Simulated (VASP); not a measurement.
**PbO: relaxation of cell and atoms with PBE**

PbO:

```xyz
4
Lattice="3.9900 0.0000 0.0000 0.0000 3.9900 0.0000 0.0000 0.0000 5.0100" Properties=species:S:1:pos:R:3 pbc="T T T"
Pb    0.0000    1.9950    1.2024
Pb    1.9950    0.0000    3.8076
O     0.0000    0.0000    0.0000
O     1.9950    1.9950    0.0000
```

```yaml
Program: VASP 6.6.1
Task: relaxation of cell and atoms
Functional: PBE
Potentials_or_basis: VASP PAW PBE potentials, release 64 (Pb_d, O)
Cutoff: 600 eV
k_mesh: 8 × 8 × 6
Occupations: fermi-dirac, width 0.02 eV
Spin: no spin polarisation
Dipole_correction: no
Further_INCAR_settings: ALGO = Normal; EDIFF = 1e-06; IBRION = 2; EDIFFG = -0.01; NSW = 80; ISIF = 3
```

```json
{
 "Relaxed volume": "22.68 Å³/atom",
 "Relaxed cell": "a = 4.059 Å, b = 4.059 Å, c = 5.507 Å, α = 90.00°, β = 90.00°, γ = 90.00°",
 "Space group after relaxing (to 0.1 Å)": "P4/nmm (No. 129)",
 "Energy gained by relaxing": "17.3 meV/atom",
 "Ionic steps": "11",
 "Pressure after relaxing": "0.0 GPa",
 "Band gap on the k mesh": "1.73 eV (least direct gap 1.95 eV)"
}
```

Forces in eV/Å, atoms in the order of the input:
```
Pb   0.000  0.000  0.003
Pb   0.000  0.000 -0.003
O    0.000  0.000  0.000
O    0.000  0.000  0.000
```

Step by step:
| step | energy change (eV) | largest force (eV/Å) | pressure (GPa) | volume (Å³) |
| --- | --- | --- | --- | --- |
| 1 | 0.0000 | 0.0261 | 3.01 | 79.76 |
| 2 | -0.0216 | 0.6142 | -1.27 | 84.16 |
| 3 | -0.0277 | 0.4177 | 0.00 | 82.71 |
| 4 | -0.0403 | 0.2446 | 0.05 | 83.57 |
| 5 | -0.0463 | 0.0240 | 0.14 | 84.74 |
| 6 | -0.0499 | 0.0282 | 0.08 | 85.24 |
| 7 | -0.0586 | 0.0380 | -0.08 | 86.73 |
| 8 | -0.0677 | 0.0500 | -0.22 | 89.68 |
| 9 | -0.0688 | 0.0551 | -0.27 | 90.89 |
| 10 | -0.0573 | 0.3696 | 1.70 | 89.61 |
| 11 | -0.0691 | 0.0026 | 0.02 | 90.71 |

Final structure:
```yaml
crystal:
  lattice:
    - [4.05855, 0.00000, 0.00000]
    - [0.00000, 4.05855, 0.00000]
    - [0.00000, 0.00000, 5.50677]
  atoms:
    - { symbol: Pb, position: [0.00000, 0.50000, 0.21619] }
    - { symbol: Pb, position: [0.50000, 0.00000, 0.78381] }
    - { symbol: O, position: [0.00000, 0.00000, 0.00000] }
    - { symbol: O, position: [0.50000, 0.50000, 0.00000] }
```

Levels at points of the mesh, in eV from the valence-band top:
```
           k point  band 17  band 18  band 19  band 20  band 21  band 22  band 23  band 24
(0.00, 0.00, 0.00)    -1.46    -1.45    -1.45     0.00     1.95     4.61     5.91     5.91
(0.50, 0.00, 0.00)    -2.71    -2.71    -1.32    -1.32     3.17     3.17     5.80     5.80
(0.50, 0.50, 0.00)    -1.57    -1.57    -0.84    -0.84     1.73     1.73     5.24     5.24
(0.00, 0.00, 0.50)    -1.48    -1.46    -1.46    -0.74     1.82     4.28     4.46     4.46
(0.50, 0.00, 0.50)    -2.69    -2.69    -0.88    -0.88     2.90     2.90     6.42     6.42
(0.50, 0.50, 0.50)    -1.88    -1.88    -0.84    -0.84     3.70     3.70     4.07     4.07
```

Run time: 6.6 min on 1 thread of Intel(R) Xeon(R) 6975P-C (Granite Rapids), with other jobs on the host, peak memory 0.29 GiB.

Caveat: spin-orbit coupling is left out, which moves the levels of the heavy elements. PBE gaps usually lie below the measured ones, often by a third to a half.
